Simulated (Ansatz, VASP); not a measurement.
## Two plane-wave programs on CsSnI3

```
Cs Sn I
1.0
     6.50212    0.00000    0.00000
     0.00000    6.50212    0.00000
     0.00000    0.00000    6.06543
Cs Sn I
1 1 3
Direct
  0.00000 0.00000 0.00000
  0.50000 0.50000 0.50000
  0.00000 0.50000 0.50000
  0.50000 0.00000 0.50000
  0.50000 0.50000 0.00000
```

Alike in both runs: task single point; functional PBEsol; k mesh 6 × 6 × 6; occupations gaussian, width 0.01 eV; no spin polarisation.

|  | VASP | Ansatz |
| --- | --- | --- |
| version | VASP 6.6.1 | Ansatz 0.2.0 |
| potentials or method | VASP PAW PBE potentials, release 64 (Cs_sv, Sn_d, I), cutoff 520 eV | scalar-relativistic, plane waves, PAW |
| valence electrons in the cell | 44 | 74 |

VASP gave:

| Quantity | Value |
| --- | --- |
| gap on the k mesh at the Fermi level (eV) | 0.35 |
| least direct gap on the mesh (eV) | 0.35 |
| pressure (GPa) | -1.3 |
| traceless stress, the component that is largest in VASP (GPa) | 1.32 |

Problem. Which values does Ansatz return?

Solution. gap on the k mesh at the Fermi level (eV): 0.36; least direct gap on the mesh (eV): 0.36; pressure (GPa): -1.3; traceless stress, the component that is largest in VASP (GPa): 1.32.

VASP's potentials were made for PBE, not for PBEsol. VASP's potentials hold 44 valence electrons a cell and Ansatz's 74, so a difference there can come from the potentials and not from the codes.

Spin-orbit coupling is off throughout.
